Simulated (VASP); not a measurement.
# Mg3ZrN2 (I4/mmm) in VASP: a series of runs

Runs on Mg3ZrN2. Level: PBE. Tasks: single point, relaxation of cell and atoms.

Everything below comes from runs of VASP 6.6.1. Logs are shortened: lines on timing, memory, paths and dates and some standing lists are left out, and cuts for length are marked.

## (1) The cell of the first run

It takes space group I4/mmm (No. 139, tetragonal). The conventional cell has a = 4.443 Å, b = 4.443 Å, c = 9.000 Å, α = 90.00°, β = 90.00°, γ = 90.00°. Mg (site symmetry -4m2) has 2 N at 2.25 Å within 3.0 Å. Mg (site symmetry 4/mmm) has 4 N at 2.22 Å within 2.9 Å. Within 2.9 Å of Zr (site symmetry 4/mmm) lie 4 N at 2.22 Å. N (site symmetry mmm) has 4 Mg at 2.22 to 2.25 Å and 2 Zr at 2.22 Å within 2.9 Å.

## (2) Single point, PBE

File INCAR:

```
SYSTEM = Mg3ZrN2
PREC = Accurate
ENCUT = 520
EDIFF = 1E-6
ISMEAR = 0
SIGMA = 0.1
LREAL = .FALSE.
LASPH = .TRUE.
NELM = 80
ALGO = Normal
ISIF = 2
LWAVE = .FALSE.
LCHARG = .FALSE.
GGA = PE
NBANDS = 23
```

File KPOINTS:

```
Automatic mesh
0
G
  4 4 4
  0 0 0
```

File POSCAR:

```
Mg3ZrN2
1.0
   -2.2216148075      2.2216148075      4.4997677553
    2.2216148075     -2.2216148075      4.4997677553
    2.2216148075      2.2216148075     -4.4997677553
Mg Zr N
3 1 2
Direct
    0.7500000000      0.2500000000      0.5000000000
    0.2500000000      0.7500000000      0.5000000000
    0.5000000000      0.5000000000      0.0000000000
    0.0000000000      0.0000000000      0.0000000000
    0.5000000000      0.0000000000      0.5000000000
    0.0000000000      0.5000000000      0.5000000000
```

Potentials or basis: VASP PAW PBE potentials, release 64 (Mg, Zr_sv, N).

Command:

```console
$ cat potpaw_PBE.64/Mg/POTCAR potpaw_PBE.64/Zr_sv/POTCAR potpaw_PBE.64/N/POTCAR > POTCAR
$ mpirun -np 1 vasp_std > vasp.out
```

OUTCAR:

```text
SYSTEM = Mg3ZrN2
   PREC = Accurate
   ENCUT = 520
   EDIFF = 1E-6
   ISMEAR = 0
   LREAL = .FALSE.
   LASPH = .TRUE.
   NELM = 80
   ISIF = 2
   GGA = PE

 ion  position               nearest neighbor table
   1  0.750  0.250  0.500-   5 2.25   6 2.25   2 3.14   2 3.14   2 3.14   2 3.14   3 3.16   3 3.16
                             4 3.16   3 3.16   3 3.16   4 3.16   4 3.16   4 3.16
   2  0.250  0.750  0.500-   5 2.25   6 2.25   1 3.14   1 3.14   1 3.14   1 3.14   4 3.16   3 3.16
                             4 3.16   3 3.16   4 3.16   4 3.16   3 3.16   3 3.16
   3  0.500  0.500  0.000-   5 2.22   6 2.22   5 2.22   6 2.22   4 3.14   4 3.14   4 3.14   4 3.14
                             2 3.16   1 3.16   2 3.16   2 3.16   1 3.16   1 3.16   2 3.16   1 3.16
   4  0.000  0.000  0.000-   5 2.22   6 2.22   6 2.22   5 2.22   3 3.14   3 3.14   3 3.14   3 3.14
                             2 3.16   1 3.16   1 3.16   2 3.16   2 3.16   2 3.16   1 3.16   1 3.16
   5  0.500  0.000  0.500-   3 2.22   4 2.22   3 2.22   4 2.22   1 2.25   2 2.25
   6  0.000  0.500  0.500-   3 2.22   4 2.22   4 2.22   3 2.22   1 2.25   2 2.25

  LATTYP: Found a body centered tetragonal cell.
 ALAT       =     4.4432296150
 C/A-ratio  =     2.0254491193

  Lattice vectors:

 A1 = (  -2.2216148075,   2.2216148075,   4.4997677553)
 A2 = (   2.2216148075,  -2.2216148075,   4.4997677553)
 A3 = (   2.2216148075,   2.2216148075,  -4.4997677553)

Analysis of symmetry for initial positions (statically):
=====================================================================
 Subroutine PRICEL returns:
 Original cell was already a primitive cell.

 Routine SETGRP: Setting up the symmetry group for a
 body centered tetragonal supercell.

 Subroutine GETGRP returns: Found 16 space group operations
 (whereof 16 operations were pure point group operations)
 out of a pool of 16 trial point group operations.

The static configuration has the point symmetry D_4h.

Analysis of symmetry for dynamics (positions and initial velocities):
=====================================================================
 Subroutine PRICEL returns:
 Original cell was already a primitive cell.

 Routine SETGRP: Setting up the symmetry group for a
 body centered tetragonal supercell.

 Subroutine GETGRP returns: Found 16 space group operations
 (whereof 16 operations were pure point group operations)
 out of a pool of 16 trial point group operations.

The dynamic configuration has the point symmetry D_4h.

 Subroutine INISYM returns: Found 16 space group operations
 (whereof 16 operations are pure point group operations),
 and found     1 'primitive' translations

----------------------------------------------------------------------------------------

                                     Primitive cell

  volume of cell :      88.8357

  direct lattice vectors                    reciprocal lattice vectors
    -2.221614807  2.221614807  4.499767755     0.000000000  0.225061518  0.111116846
     2.221614807 -2.221614807  4.499767755     0.225061518  0.000000000  0.111116846
     2.221614807  2.221614807 -4.499767755     0.225061518  0.225061518  0.000000000

  length of vectors
     5.488082958  5.488082958  5.488082958     0.250997291  0.250997291  0.318285050

  position of ions in fractional coordinates (direct lattice)
     0.750000000  0.250000000  0.500000000
     0.250000000  0.750000000  0.500000000
     0.500000000  0.500000000  0.000000000
     0.000000000  0.000000000  0.000000000
     0.500000000  0.000000000  0.500000000
     0.000000000  0.500000000  0.500000000

  ion indices of the primitive-cell ions
   primitive index   ion index
                 1           1
                 2           2
                 3           3
                 4           4
                 5           5
                 6           6

----------------------------------------------------------------------------------------

 KPOINTS: Automatic mesh

Automatic generation of k-mesh.
 Grid dimensions read from file:
 generate k-points for:    4    4    4

 Generating k-lattice:

  Cartesian coordinates                     Fractional coordinates (reciprocal lattice)
     0.000000000  0.056265379  0.027779211     0.250000000  0.000000000  0.000000000
     0.056265379  0.000000000  0.027779211     0.000000000  0.250000000  0.000000000
     0.056265379  0.056265379  0.000000000     0.000000000  0.000000000  0.250000000

  Length of vectors
     0.062749323  0.062749323  0.079571263

  Shift w.r.t. Gamma in fractional coordinates (k-lattice)
     0.000000000  0.000000000  0.000000000

 Subroutine IBZKPT returns following result:
 ===========================================

 Found     13 irreducible k-points:

 Following reciprocal coordinates:
            Coordinates               Weight
  0.000000  0.000000  0.000000      1.000000
  0.250000  0.000000  0.000000      8.000000
  0.500000  0.000000  0.000000      4.000000
  0.250000  0.250000  0.000000      8.000000
  0.500000  0.250000  0.000000     16.000000
 -0.250000  0.250000  0.000000      4.000000
  0.500000  0.500000  0.000000      2.000000
  0.250000  0.250000  0.250000      2.000000
 -0.250000  0.250000  0.250000      4.000000
  0.500000  0.500000  0.250000      4.000000
 -0.250000  0.500000  0.250000      8.000000
 -0.250000 -0.250000  0.250000      2.000000
  0.500000  0.500000  0.500000      1.000000
   k-points           NKPTS =     13   k-points in BZ     NKDIM =     13   number of bands    NBANDS=     23
   number of dos      NEDOS =    301   number of ions     NIONS =      6
   total plane-waves  NPLWV =  74088
   dimension x,y,z NGX =    42 NGY =   42 NGZ =   42
   dimension x,y,z NGXF=    84 NGYF=   84 NGZF=   84
   ions per type =               3   1   2
   NGX,Y,Z   is equivalent  to a cutoff of  12.72, 12.72, 12.72 a.u.
   NGXF,Y,Z  is equivalent  to a cutoff of  25.45, 25.45, 25.45 a.u.
 SYSTEM =  Mg3ZrN2
   PREC   = accura    normal or accurate (medium, high low for compatibility)
   ISTART =      0    job   : 0-new  1-cont  2-samecut
   ICHARG =      2    charge: 1-file 2-atom 10-const
   ISPIN  =      1    spin polarized calculation?
   LNONCOLLINEAR =      F non collinear calculations
   LSORBIT =      F    spin-orbit coupling
   LASPH  =      T    aspherical Exc in radial PAW
   ENCUT  =  520.0 eV  38.22 Ry    6.18 a.u.  10.20 10.20 10.20*2*pi/ulx,y,z
   NELM   =     80;   NELMIN=  2; NELMDL= -5     # of ELM steps
   EDIFF  = 0.1E-05   stopping-criterion for ELM
   LREAL  =      F    real-space projection
   EDIFFG = 0.1E-04   stopping-criterion for IOM
   NSW    =      0    number of steps for IOM
   IBRION =     -1    ionic relax: 0-MD 1-quasi-New 2-CG
   NFREE  =      0    steps in history (QN), initial steepest desc. (CG)
   ISIF   =      2    stress and relaxation
   ISYM   =      2    0-nonsym 1-usesym 2-fastsym
   POTIM  = 0.5000    time-step for ionic-motion
   TEBEG  =    0.0;   TEEND  =   0.0 temperature during run
   PSTRESS=    0.0 pullay stress
   NELECT =      28.0000    total number of electrons
   NUPDOWN=      -1.0000    fix difference up-down
   EMIN   =  10.00;   EMAX   =-10.00  energy-range for DOS
   EFERMI =   0.00;   METHOD = LEGACY
   ISMEAR =     0;   SIGMA  =   0.10  broadening in eV -4-tet -1-fermi 0-gaus
   EFERMI_NEDOS =   21; number of points for ismear=-14 and -15
   IALGO  =     38    algorithm
   IMIX   =      4    mixing-type and parameters
     AMIX     =   0.40;   BMIX     =  1.00
     AMIX_MAG =   1.60;   BMIX_MAG =  1.00
  volume/ion in A,a.u.               =      14.81        99.92
  Fermi-wavevector in a.u.,A,eV,Ry     =   1.114119  2.105380 16.888388  1.241261
  Thomas-Fermi vector in A             =   2.250711
   LORBIT       =      0    0 simple, 1 ext, 2 COOP (PROOUT), +10 PAW based schemes
   GGA     = PE    functional components
   LHFCALC =     F    Hartree Fock is set to
   AEXX    =    0.0000 exact exchange contribution
   IVDW    =     0    specifies the selected vdW correction
   LEPSILON=     F    determine dielectric tensor
   LRPA    =     F    only Hartree local field effects (RPA)
 non-spin polarized calculation
 Gauss-broadening in eV      SIGMA  =   0.10
  energy-cutoff  :      520.00
  volume of cell :       88.84
 maximum number of plane-waves:      2437
 NGX is ok and might be reduce to    42
   NGX = 21   NGY = 21   NGZ = 21

 number of electron      28.0000000 magnetization

 Free energy of the ion-electron system (eV)
  ---------------------------------------------------
  ext. energy  EPLUGINS =         0.00000000
  ---------------------------------------------------
  free energy    TOTEN  =       -33.86463789 eV

  energy without entropy =      -33.84598714  energy(sigma->0) =      -33.85531252

 E-fermi :   5.5446     XC(G=0): -10.1886

 val. band max:        5.5042013377   @ k =  -0.2500   0.5000   0.2500
 cond. band min:       5.5761294675   @ k =   0.2500   0.0000   0.0000
 fundamental gap:      0.0719281298
 Fermi energy:         5.5446040016

 k-point     1 :       0.0000    0.0000    0.0000
  band No.  band energies     occupation
      1     -43.3752      2.00000
      2     -21.4874      2.00000
      3     -21.4874      2.00000
      4     -21.4679      2.00000
      5      -9.1444      2.00000
      6      -8.2826      2.00000
[... 15 lines left out ...]
     22      11.4383      0.00000
     23      11.6812      0.00000

 k-point     2 :       0.2500    0.0000    0.0000
  band No.  band energies     occupation
      1     -43.3747      2.00000
      2     -21.5268      2.00000
      3     -21.4860      2.00000
      4     -21.4671      2.00000
      5      -8.8665      2.00000
      6      -8.1443      2.00000
[... 15 lines left out ...]
     22      11.4417      0.00000
     23      12.1842      0.00000
[... 258 lines left out ...]
     22      10.7611      0.00000
     23      12.6366      0.00000

 k-point    13 :       0.5000    0.5000    0.5000
  band No.  band energies     occupation
      1     -43.3751      2.00000
      2     -21.4878      2.00000
      3     -21.4878      2.00000
      4     -21.4719      2.00000
      5      -9.0269      2.00000
      6      -8.3429      2.00000
[... 15 lines left out ...]
     22      11.6664      0.00000
     23      11.9727      0.00000

------------------------ aborting loop because EDIFF is reached ----------------------------------------

  FORCE on cell =-STRESS in cart. coord.  units (eV):
  Direction    XX          YY          ZZ          XY          YZ          ZX
  --------------------------------------------------------------------------------------
  -------------------------------------------------------------------------------------
  Total       -0.0946910     -0.0946910     -0.2222955      0.0000000      0.0000000      0.0000000
  in kB       -1.7077786     -1.7077786     -4.0091631      0.0000000      0.0000000      0.0000000
  external PRESSURE =      -2.4749068 kB  Pullay stress =       0.0000000 kB

 VOLUME and BASIS-vectors are now :
 -----------------------------------------------------------------------------
  energy-cutoff  :      520.00
  volume of cell :       88.84
      direct lattice vectors                 reciprocal lattice vectors
    -2.221614807  2.221614807  4.499767755     0.000000000  0.225061518  0.111116846
     2.221614807 -2.221614807  4.499767755     0.225061518  0.000000000  0.111116846
     2.221614807  2.221614807 -4.499767755     0.225061518  0.225061518  0.000000000

 POSITION                                       TOTAL-FORCE (eV/Angst)
 -----------------------------------------------------------------------------------
      0.00000      2.22161      2.24988        -0.000000     -0.000000     -0.000000
      2.22161      0.00000      2.24988        -0.000000      0.000000     -0.000000
      0.00000      0.00000      4.49977         0.000000     -0.000000      0.000000
      0.00000      0.00000      0.00000         0.000000     -0.000000      0.000000
      0.00000      2.22161      0.00000         0.000000     -0.000000      0.000000
      2.22161      0.00000      0.00000         0.000000     -0.000000      0.000000
 -----------------------------------------------------------------------------------
    total drift:                                0.000000     -0.000000      0.000000

  FREE ENERGIE OF THE ION-ELECTRON SYSTEM (eV)
  ---------------------------------------------------
  free  energy   TOTEN  =       -33.8646378913 eV

  energy  without entropy=      -33.8459871423  energy(sigma->0) =      -33.85531252
```

Run time: 33 s. Hardware: 1 thread of AMD EPYC 9R45 (Zen 5), shared host; peak memory 0.23 GiB.

Results:

```
Free energy            : -33.8646 eV
Pressure               : -0.2 GPa
Band gap on the k mesh : zero (band 14 reaches 5.62 eV, above the bottom of band 15 at 4.95 eV)
```

Levels at points of the mesh, in eV from the Fermi level:
| k point | band 10 | band 11 | band 12 | band 13 | band 14 | band 15 | band 16 | band 17 | band 18 | band 19 |
| --- | --- | --- | --- | --- | --- | --- | --- | --- | --- | --- |
| (0.00, 0.00, 0.00) | -3.60 | -3.18 | -1.36 | -1.36 | -0.60 | -0.60 | 0.71 | 2.66 | 2.92 | 4.86 |
| (0.50, 0.00, 0.00) | -4.09 | -3.77 | -2.01 | -1.65 | -0.38 | 0.36 | 2.72 | 3.36 | 3.57 | 3.71 |
| (0.50, 0.50, 0.00) | -4.36 | -4.07 | -1.55 | -1.36 | -1.29 | 0.23 | 2.42 | 3.33 | 3.60 | 4.02 |
| (0.50, 0.50, 0.50) | -2.67 | -1.36 | -1.36 | 0.07 | 0.08 | 0.67 | 0.67 | 0.88 | 1.19 | 3.20 |

Caveat: the k points lie up to 0.50 Å⁻¹ apart.

## (3) Single point, PBE

This run uses another cell than the first one, of 17.21 Å³/atom, 1.162 times its volume.

File INCAR:

```
SYSTEM = Mg3ZrN2
PREC = Accurate ; ENCUT = 520
EDIFF = 1E-6 ; ISMEAR = 0
SIGMA = 0.1 ; LREAL = .FALSE.
LASPH = .TRUE. ; NELM = 100
ALGO = Normal ; ISIF = 2
LWAVE = .FALSE. ; LCHARG = .TRUE.
GGA = PE ; LELF = .TRUE.
LVHAR = .TRUE. ; NBANDS = 23
```

KPOINTS is that of step 2.

POSCAR, as its differences from that of step 2:

```diff
@@ -2,5 +2,5 @@
 1.0
-   -2.2216148075      2.2216148075      4.4997677553
-    2.2216148075     -2.2216148075      4.4997677553
-    2.2216148075      2.2216148075     -4.4997677553
+   -2.6501508000      2.6501508000      3.6746403900
+    2.6501508000     -2.6501508000      3.6746403900
+    2.6501508000      2.6501508000     -3.6746403900
 Mg Zr N
```

Potentials or basis: VASP PAW PBE potentials, release 64 (Mg, Zr_sv, N).

Command:

```console
$ cat potpaw_PBE.64/Mg/POTCAR potpaw_PBE.64/Zr_sv/POTCAR potpaw_PBE.64/N/POTCAR > POTCAR
$ mpirun -np 1 vasp_std > vasp.out
```

Wall time 32 s (1 thread of AMD EPYC 9R45 (Zen 5), shared host); peak memory 0.22 GiB.

Results (log left out):

| Quantity | Value |
| --- | --- |
| Free energy | -29.6162 eV |
| Pressure | -1.2 GPa |
| Band gap on the k mesh | zero (band 14 reaches 5.01 eV, above the bottom of band 15 at 3.42 eV) |

Stress tensor (GPa, compression positive):
```
-17.97   0.00   0.00
  0.00 -17.97   0.00
  0.00   0.00  32.25
```

Levels at points of the mesh, in eV from the Fermi level:
| k point | band 12 | band 13 | band 14 | band 15 | band 16 | band 17 |
| --- | --- | --- | --- | --- | --- | --- |
| (0.00, 0.00, 0.00) | -2.20 | -2.20 | -0.93 | -0.93 | -0.03 | 1.69 |
| (0.50, 0.00, 0.00) | -2.79 | -1.00 | 0.02 | 0.34 | 1.02 | 1.41 |
| (0.50, 0.50, 0.00) | -1.88 | -0.67 | -0.38 | 0.44 | 0.74 | 1.27 |
| (0.50, 0.50, 0.50) | -2.01 | -1.13 | 0.50 | 0.50 | 0.52 | 0.55 |

Caveat: the k points lie up to 0.42 Å⁻¹ apart.

## (4) Single point, PBE

File INCAR:

```
PREC = Accurate
ENCUT = 520
EDIFF = 1E-6
ISMEAR = 0
SIGMA = 0.1
LREAL = False
LASPH = True
NELM = 60
ALGO = Normal
ISIF = 2
LWAVE = False
LCHARG = True
GGA = PE
LELF = True
LVHAR = True
NBANDS = 23
```

File KPOINTS:

```
regular mesh
0
Gamma
  6 6 6
```

POSCAR, as its differences from that of step 3:

```diff
@@ -2,5 +2,5 @@
 1.0
-   -2.6501508000      2.6501508000      3.6746403900
-    2.6501508000     -2.6501508000      3.6746403900
-    2.6501508000      2.6501508000     -3.6746403900
+   -2.2195514260      2.2195514260      4.5067004584
+    2.2195514260     -2.2195514260      4.5067004584
+    2.2195514260      2.2195514260     -4.5067004584
 Mg Zr N
```

Command:

```console
$ cat potpaw_PBE.64/Mg/POTCAR potpaw_PBE.64/Zr_sv/POTCAR potpaw_PBE.64/N/POTCAR > POTCAR
$ mpirun -np 1 vasp_std > vasp.out
```

It took 65 s on 1 thread of AMD EPYC 9R45 (Zen 5), shared host; peak memory 0.26 GiB.

Results (log left out):

```
Free energy            : -33.9051 eV
Pressure               : -0.1 GPa
Band gap on the k mesh : zero (band 14 reaches 5.80 eV, above the bottom of band 15 at 4.95 eV)
```

Stress tensor (GPa, compression positive):
```
-0.21  0.00  0.00
 0.00 -0.21  0.00
 0.00  0.00  0.04
```

Levels at points of the mesh, in eV from the Fermi level:
```tsv
k point	band 11	band 12	band 13	band 14	band 15	band 16	band 17	band 18
(0.00, 0.00, 0.00)	-3.20	-1.39	-1.39	-0.63	-0.63	0.66	2.65	2.88
(0.50, 0.00, 0.00)	-3.80	-2.04	-1.68	-0.41	0.32	2.69	3.33	3.56
(0.50, 0.50, 0.00)	-4.11	-1.57	-1.38	-1.33	0.21	2.40	3.30	3.56
(0.50, 0.50, 0.50)	-1.39	-1.39	0.04	0.04	0.63	0.63	0.83	1.17
```

(Continued in part 2 of 2.)
